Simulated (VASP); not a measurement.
# InSe (P6_3/mmc) in VASP: further runs

Runs on InSe. Level: LDA. Tasks: single point, relaxation of cell and atoms.

Program: VASP 6.6.1. These are calculated values, not measurements. Logs are shortened: lines on timing, memory, paths and dates and some standing lists are left out, and cuts for length are marked.

**1. The cell of the first run**

It takes space group P6_3/mmc (No. 194, hexagonal). Conventional cell: a = 3.978 Å, b = 3.978 Å, c = 16.490 Å, α = 90.00°, β = 90.00°, γ = 120.00°. Within 3.5 Å of In (site symmetry 3m) lie 3 Se at 2.62 Å and 1 In at 2.75 Å. Within 3.5 Å of Se (site symmetry 3m) lie 3 In at 2.62 Å.

**2. Single point, LDA**

INCAR reads:

```
SYSTEM = InSe
PREC = Accurate ; ENCUT = 520
EDIFF = 1E-6 ; ISMEAR = 0
SIGMA = 0.1 ; LREAL = .False.
LASPH = .True. ; NELM = 80
ALGO = Normal ; ISIF = 2
LWAVE = .False. ; LCHARG = .False.
GGA = CA ; NBANDS = 48
```

KPOINTS reads:

```
Automatic mesh
0
Gamma
  6 6 2
  0 0 0
```

POSCAR reads:

```
InSe
1.0
    3.9779761327      0.0000000000      0.0000000000
   -1.9889880664      3.4450283866      0.0000000000
    0.0000000000      0.0000000000     16.4899677799
In Se
4 4
Direct
    0.3333333333      0.6666666667      0.1667475112
    0.6666666667      0.3333333333      0.6667475112
    0.3333333333      0.6666666667      0.3332524888
    0.6666666667      0.3333333333      0.8332524888
    0.3333333333      0.6666666667      0.5899739697
    0.6666666667      0.3333333333      0.0899739697
    0.3333333333      0.6666666667      0.9100260303
    0.6666666667      0.3333333333      0.4100260303
```

Potentials or basis: VASP PAW LDA potentials, release 64 (In_d, Se).

Launch:

```
$ cat potpaw_LDA.64/In_d/POTCAR potpaw_LDA.64/Se/POTCAR > POTCAR
$ mpirun -np 1 vasp_std > vasp.out
```

OUTCAR:

```text
SYSTEM = InSe
   PREC = Accurate
   ENCUT = 520
   EDIFF = 1E-6
   ISMEAR = 0
   LREAL = .False.
   LASPH = .True.
   NELM = 80
   ISIF = 2
   GGA = CA

 ion  position               nearest neighbor table
   1  0.333  0.667  0.167-   6 2.62   6 2.62   6 2.62   3 2.75
   2  0.667  0.333  0.667-   5 2.62   5 2.62   5 2.62   4 2.75
   3  0.333  0.667  0.333-   8 2.62   8 2.62   8 2.62   1 2.75
   4  0.667  0.333  0.833-   7 2.62   7 2.62   7 2.62   2 2.75
   5  0.333  0.667  0.590-   2 2.62   2 2.62   2 2.62
   6  0.667  0.333  0.090-   1 2.62   1 2.62   1 2.62
   7  0.333  0.667  0.910-   4 2.62   4 2.62   4 2.62
   8  0.667  0.333  0.410-   3 2.62   3 2.62   3 2.62

  LATTYP: Found a hexagonal cell.
 ALAT       =     3.9779761327
 C/A-ratio  =     4.1453159169

  Lattice vectors:

 A1 = (   3.9779761327,   0.0000000000,   0.0000000000)
 A2 = (  -1.9889880664,   3.4450283866,   0.0000000000)
 A3 = (   0.0000000000,   0.0000000000,  16.4899677799)

Analysis of symmetry for initial positions (statically):
=====================================================================
 Subroutine PRICEL returns:
 Original cell was already a primitive cell.

 Routine SETGRP: Setting up the symmetry group for a
 hexagonal supercell.

 Subroutine GETGRP returns: Found 24 space group operations
 (whereof 12 operations were pure point group operations)
 out of a pool of 24 trial point group operations.

The static configuration has the point symmetry D_3d.
 The point group associated with its full space group is D_6h.

Analysis of symmetry for dynamics (positions and initial velocities):
=====================================================================
 Subroutine PRICEL returns:
 Original cell was already a primitive cell.

 Routine SETGRP: Setting up the symmetry group for a
 hexagonal supercell.

 Subroutine GETGRP returns: Found 24 space group operations
 (whereof 12 operations were pure point group operations)
 out of a pool of 24 trial point group operations.

The dynamic configuration has the point symmetry D_3d.
 The point group associated with its full space group is D_6h.

 Subroutine INISYM returns: Found 24 space group operations
 (whereof 12 operations are pure point group operations),
 and found     1 'primitive' translations

----------------------------------------------------------------------------------------

[... 98 lines left out ...]
   NFREE  =      0    steps in history (QN), initial steepest desc. (CG)
   ISIF   =      2    stress and relaxation
   ISYM   =      2    0-nonsym 1-usesym 2-fastsym
   POTIM  = 0.5000    time-step for ionic-motion
   TEBEG  =    0.0;   TEEND  =   0.0 temperature during run
   PSTRESS=    0.0 pullay stress
   NELECT =      76.0000    total number of electrons
   NUPDOWN=      -1.0000    fix difference up-down
   EMIN   =  10.00;   EMAX   =-10.00  energy-range for DOS
   EFERMI =   0.00;   METHOD = LEGACY
   ISMEAR =     0;   SIGMA  =   0.10  broadening in eV -4-tet -1-fermi 0-gaus
   EFERMI_NEDOS =   21; number of points for ismear=-14 and -15
   IALGO  =     38    algorithm
   IMIX   =      4    mixing-type and parameters
     AMIX     =   0.40;   BMIX     =  1.00
     AMIX_MAG =   1.60;   BMIX_MAG =  1.00
  volume/ion in A,a.u.               =      28.25       190.63
  Fermi-wavevector in a.u.,A,eV,Ry     =   1.138469  2.151394 17.634661  1.296111
  Thomas-Fermi vector in A             =   2.275173
   LORBIT       =      0    0 simple, 1 ext, 2 COOP (PROOUT), +10 PAW based schemes
   GGA     = CA    functional components
   LHFCALC =     F    Hartree Fock is set to
   AEXX    =    0.0000 exact exchange contribution
   IVDW    =     0    specifies the selected vdW correction
   LEPSILON=     F    determine dielectric tensor
   LRPA    =     F    only Hartree local field effects (RPA)
 non-spin polarized calculation
 Gauss-broadening in eV      SIGMA  =   0.10
  energy-cutoff  :      520.00
  volume of cell :      225.98
 maximum number of plane-waves:      6127
 NGX is ok and might be reduce to    30
   NGX = 15   NGY = 15   NGZ = 61

 number of electron      75.9999979 magnetization

 Free energy of the ion-electron system (eV)
  ---------------------------------------------------
  ext. energy  EPLUGINS =         0.00000000
  ---------------------------------------------------
  free energy    TOTEN  =       -33.31418854 eV

  energy without entropy =      -33.31389056  energy(sigma->0) =      -33.31403955

 E-fermi :   4.4474     XC(G=0):  -9.4139

 val. band max:        4.3185496599   @ k =   0.0000   0.0000   0.0000
 cond. band min:       4.5762355541   @ k =   0.0000   0.0000   0.0000
 fundamental gap:      0.2576858941
 Fermi energy:         4.4473927111

 k-point     1 :       0.0000    0.0000    0.0000
  band No.  band energies     occupation
      1     -10.5692      2.00000
      2     -10.5685      2.00000
      3     -10.3509      2.00000
      4     -10.3509      2.00000
      5     -10.3503      2.00000
      6     -10.3503      2.00000
[... 703 lines left out ...]
     47       9.9901      0.00000
     48       9.9901      0.00000

------------------------ aborting loop because EDIFF is reached ----------------------------------------

  FORCE on cell =-STRESS in cart. coord.  units (eV):
  Direction    XX          YY          ZZ          XY          YZ          ZX
  --------------------------------------------------------------------------------------
  -------------------------------------------------------------------------------------
  Total       -0.1442484     -0.1442484     -0.0230862      0.0000000      0.0000000      0.0000000
  in kB       -1.0226965     -1.0226965     -0.1636771      0.0000000      0.0000000      0.0000000
  external PRESSURE =      -0.7363567 kB  Pullay stress =       0.0000000 kB

 VOLUME and BASIS-vectors are now :
 -----------------------------------------------------------------------------
  energy-cutoff  :      520.00
  volume of cell :      225.98
      direct lattice vectors                 reciprocal lattice vectors
     3.977976133  0.000000000  0.000000000     0.251384113  0.145136685  0.000000000
    -1.988988066  3.445028387  0.000000000     0.000000000  0.290273370  0.000000000
     0.000000000  0.000000000 16.489967780     0.000000000  0.000000000  0.060642932

 POSITION                                       TOTAL-FORCE (eV/Angst)
 -----------------------------------------------------------------------------------
     -0.00000      2.29669      2.74966         0.000000     -0.000000      0.013911
      1.98899      1.14834     10.99464        -0.000000      0.000000      0.013911
     -0.00000      2.29669      5.49532         0.000000     -0.000000     -0.013911
      1.98899      1.14834     13.74031        -0.000000      0.000000     -0.013911
     -0.00000      2.29669      9.72865         0.000000     -0.000000     -0.025795
      1.98899      1.14834      1.48367        -0.000000     -0.000000     -0.025795
     -0.00000      2.29669     15.00630        -0.000000      0.000000      0.025795
      1.98899      1.14834      6.76132        -0.000000      0.000000      0.025795
 -----------------------------------------------------------------------------------
    total drift:                               -0.000000      0.000000      0.000000

  FREE ENERGIE OF THE ION-ELECTRON SYSTEM (eV)
  ---------------------------------------------------
  free  energy   TOTEN  =       -33.3141885350 eV

  energy  without entropy=      -33.3138905631  energy(sigma->0) =      -33.31403955
```

Wall time 81 s (1 thread of Intel Xeon 6975P-C (Granite Rapids), shared host); peak memory 0.32 GiB.

What came out:

```
Free energy            : -33.3142 eV
Pressure               : -0.1 GPa
Largest force          : 0.026 eV/Å
Band gap on the k mesh : 0.26 eV
```

Forces on the atoms (eV/Å):
```
In   0.000  0.000  0.014
In   0.000  0.000  0.014
In   0.000  0.000 -0.014
In   0.000  0.000 -0.014
Se   0.000  0.000 -0.026
Se   0.000  0.000 -0.026
Se   0.000  0.000  0.026
Se   0.000  0.000  0.026
```

Levels at points of the mesh, in eV from the valence-band top:
| k point | band 35 | band 36 | band 37 | band 38 | band 39 | band 40 | band 41 | band 42 |
| --- | --- | --- | --- | --- | --- | --- | --- | --- |
| (0.00, 0.00, 0.00) | -1.23 | -1.15 | -1.15 | 0.00 | 0.26 | 1.69 | 1.98 | 2.02 |
| (0.50, 0.00, 0.00) | -2.28 | -2.19 | -2.09 | -1.46 | 1.01 | 1.04 | 1.81 | 1.92 |
| (0.00, 0.00, 0.50) | -1.18 | -1.18 | -1.02 | -1.02 | 1.19 | 1.19 | 2.00 | 2.00 |
| (0.50, 0.00, 0.50) | -2.18 | -2.18 | -1.85 | -1.85 | 1.33 | 1.33 | 1.50 | 1.50 |

Caveat: spin-orbit coupling is left out, which moves the levels of the heavy elements.

**3. Relaxation of cell and atoms, LDA**

This run uses another cell than the first one, of 30.06 Å³/atom.

INCAR reads:

```
PREC     = Accurate       # precision mode
ENCUT    = 600            # plane-wave cutoff, eV
EDIFF    = 1E-6           # SCF threshold, eV
ISMEAR   = 0              # smearing method
SIGMA    = 0.1            # smearing width, eV
LREAL    = False          # projectors in reciprocal space
LASPH    = True           # aspherical terms in the spheres
NELM     = 60             # most SCF steps
ALGO     = Normal         # electronic algorithm
ISIF     = 3              # what is computed and relaxed
LWAVE    = False          # write WAVECAR
LCHARG   = False          # write CHGCAR
GGA      = CA             # functional
IBRION   = 2              # ionic algorithm
NSW      = 100            # ionic steps
EDIFFG   = -0.05          # ionic threshold
```

KPOINTS reads:

```
Automatic mesh
0
Gamma
  6 6 2
```

POSCAR reads:

```
InSe
1.0
    4.0500000000      0.0000000000      0.0000000000
   -2.0250000000      3.5074028853      0.0000000000
    0.0000000000      0.0000000000     16.9300000000
In Se
4 4
Direct
    0.3333333333      0.6666666667      0.1570000000
    0.6666666667      0.3333333333      0.6570000000
    0.3333333333      0.6666666667      0.3430000000
    0.6666666667      0.3333333333      0.8430000000
    0.3333333333      0.6666666667      0.6020000000
    0.6666666667      0.3333333333      0.1020000000
    0.3333333333      0.6666666667      0.8980000000
    0.6666666667      0.3333333333      0.3980000000
```

Potentials or basis: VASP PAW LDA potentials, release 64 (In_d, Se).

Launch:

```
$ cat potpaw_LDA.64/In_d/POTCAR potpaw_LDA.64/Se/POTCAR > POTCAR
$ mpirun -np 1 vasp_std > vasp.out
```

It took 9.7 min on 1 thread of Intel Xeon 6975P-C (Granite Rapids), shared host; peak memory 0.4 GiB.

Results (log left out):

```yaml
Free_energy: -33.3062 eV
Relaxed_volume: 28.60 Å³/atom
Relaxed_cell: a = 3.971 Å, b = 3.971 Å, c = 16.760 Å, α = 90.00°, β = 90.00°, γ = 120.00°
Space_group_after_relaxing_to_0.1_Å: P6_3/mmc (No. 194)
Energy_gained_by_relaxing: 198.5 meV/atom
Ionic_steps: 10
Pressure_after_relaxing: -0.1 GPa
Largest_force_after_relaxing: 0.050 eV/Å
Band_gap_on_the_k_mesh: 0.38 eV
```

Forces in eV/Å, atoms in the order of the input:
```
In   0.000  0.000 -0.050
In   0.000  0.000 -0.050
In   0.000  0.000  0.050
In   0.000  0.000  0.050
Se   0.000  0.000 -0.039
Se   0.000  0.000 -0.039
Se   0.000  0.000  0.039
Se   0.000  0.000  0.039
```

The path:
```tsv
step	energy change (eV)	largest force (eV/Å)	pressure (GPa)	volume (Å³)
1	0.0000	2.6150	3.56	240.49
2	-0.9304	0.2362	-4.32	264.15
3	-1.0146	0.8276	-2.97	258.32
4	-1.3841	0.2718	-1.35	242.09
5	-1.4091	0.2901	-0.65	237.28
6	-1.5221	0.4038	0.62	230.22
7	-1.5308	0.4637	1.16	227.57
8	-1.5830	0.0698	-0.34	230.16
9	-1.5844	0.1039	-0.17	229.82
10	-1.5883	0.0498	-0.13	228.84
```

Final structure:
```
CELL_PARAMETERS angstrom
3.97058 0.00000 0.00000
-1.98529 3.43862 0.00000
0.00000 0.00000 16.76047
ATOMIC_POSITIONS crystal
In 0.33333 0.66667 0.16833
In 0.66667 0.33333 0.66833
In 0.33333 0.66667 0.33167
In 0.66667 0.33333 0.83167
Se 0.33333 0.66667 0.59240
Se 0.66667 0.33333 0.09240
Se 0.33333 0.66667 0.90760
Se 0.66667 0.33333 0.40760
```

Levels at points of the mesh, in eV from the valence-band top:
| k point | band 35 | band 36 | band 37 | band 38 | band 39 | band 40 | band 41 | band 42 |
| --- | --- | --- | --- | --- | --- | --- | --- | --- |
| (0.00, 0.00, 0.00) | -1.15 | -1.07 | -1.07 | 0.00 | 0.38 | 1.69 | 2.07 | 2.09 |
| (0.50, 0.00, 0.00) | -2.15 | -2.14 | -2.03 | -1.46 | 1.14 | 1.15 | 1.84 | 1.98 |
| (0.00, 0.00, 0.50) | -1.10 | -1.10 | -0.94 | -0.94 | 1.22 | 1.22 | 2.09 | 2.09 |
| (0.50, 0.00, 0.50) | -2.10 | -2.10 | -1.80 | -1.80 | 1.41 | 1.41 | 1.59 | 1.59 |

Caveat: spin-orbit coupling is left out, which moves the levels of the heavy elements; the relaxation stopped at a loose force limit of 0.05 eV/Å, so its end isn't a converged minimum. Zero-point motion and thermal expansion aren't in these numbers.
